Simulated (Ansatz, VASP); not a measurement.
One calculation of GaAs, two programs

POSCAR

```
GaAs
1.0
    0.0000000000      2.8330850947      2.7446928398
    2.8330850947      0.0000000000      2.7446928398
    2.8330850947      2.8330850947      0.0000000000
Ga As
1 1
Direct
    0.0000000000      0.0000000000      0.0000000000
    0.2500000000      0.2500000000      0.2500000000
```

INCAR.step1

```
SYSTEM = GaAs
ALGO = Normal
EDIFF = 1E-5
ENCUT = 550
GGA = PE
GGA_COMPAT = .FALSE.
ISMEAR = 0
LASPH = .TRUE.
LCHARG = .FALSE.
LREAL = .FALSE.
LWAVE = .TRUE.
NBANDS = 16
NELM = 120
PREC = Accurate
SIGMA = 0.01
```

The input INCAR.step2:

```
SYSTEM = GaAs
ALGO = Normal
EDIFF = 1E-6
ENCUT = 550
GGA_COMPAT = .FALSE.
ISIF = 2
ISMEAR = 0
ISTART = 1
LASPH = .TRUE.
LCHARG = .FALSE.
LMIXTAU = .TRUE.
LREAL = .FALSE.
LWAVE = .FALSE.
METAGGA = R2SCAN
NBANDS = 16
NELM = 120
PREC = Accurate
SIGMA = 0.01
```

The input KPOINTS:

```
k-points
0
G
  8 8 8
  0 0 0
```

Input for Ansatz:

```yaml
crystal:
  lattice:
    - [0.0, 2.8330850947, 2.7446928398]
    - [2.8330850947, 0.0, 2.7446928398]
    - [2.8330850947, 2.8330850947, 0.0]
  atoms:
    - { symbol: Ga, position: [0.0, 0.0, 0.0] }
    - { symbol: As, position: [0.25, 0.25, 0.25] }
kpoints:
  mp_grid: { grid: [8, 8, 8] }
  band_path:
    path:
      - [0.0, 0.0, 0.0]
      - [-0.5, -0.5, 0.0]
      - [-0.375, -0.375, 0.25]
      - [-0.375, 0.0, 0.375]
      - [0.0, 0.0, 0.5]
      - [-0.5, -0.25, 0.25]
    npoints: 1
hamiltonian:
  xc: r2scan
scf:
  occupations: { method: fixed }
  n_extra_bands: 4
output:
  forces: true
  stress: true
  eigenvalues: true
```

Change from the starting cell: uniaxial_z strain -3.1%.

Alike in both runs: task single point; functional r2SCAN; k mesh 8 × 8 × 8; no spin polarisation.

|  | VASP | Ansatz |
| --- | --- | --- |
| version | VASP 6.6.1 | Ansatz 0.2.0 |
| potentials or method | VASP PAW PBE potentials, release 64 (Ga_d, As) | plane waves, PAW |
| plane-wave cutoff (eV) | 550 | 500 |
| occupations | gaussian, width 0.01 eV | fixed |
| valence electrons in the cell | 18 | 28 |

```tsv
	VASP	Ansatz	Ansatz less VASP
gap on the k mesh at the Fermi level (eV)	1.07	1.09	+0.020
pressure (GPa)	2.6	2.5	-0.11
traceless stress, the component that is largest in VASP (GPa)	1.35	1.35	+0.002
```

VASP's potentials were made for PBE, not for r2SCAN. VASP's potentials hold 18 valence electrons a cell and Ansatz's 28, so a difference there can come from the potentials and not from the codes.
